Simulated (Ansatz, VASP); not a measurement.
Two plane-wave programs on C

```
C
1.0
     2.46565    0.00000    0.00000
    -1.23283    2.13532    0.00000
     0.00000    0.00000   17.50007
C
4
Direct
  0.66667 0.33333 0.25714
  0.33333 0.66667 0.25714
  0.66667 0.83333 0.42915
  0.00000 0.50000 0.42914
```

Alike in both runs: task single point; functional PBE; dispersion D3(BJ); k mesh 15 × 15 × 1; occupations gaussian, width 0.1 eV; no spin polarisation.

```csv
,VASP,Ansatz
version,VASP 6.6.1,Ansatz 0.2.0
potentials or method,"VASP PAW PBE potentials, release 64 (C), cutoff 520 eV","scalar-relativistic, plane waves, PAW"
valence electrons in the cell,16,16
```

|  | VASP | Ansatz | Ansatz less VASP |
| --- | --- | --- | --- |
| gap on the k mesh at the Fermi level (eV) | 0.80 | 0.80 | -0.001 |
| least direct gap on the mesh (eV) | 0.80 | 0.80 | -0.001 |
| rms of the force components (eV/Å) | 0.107 | 0.107 | 0.0000 |

Atom by atom the forces differ by 0.000 eV/Å (rms over components).
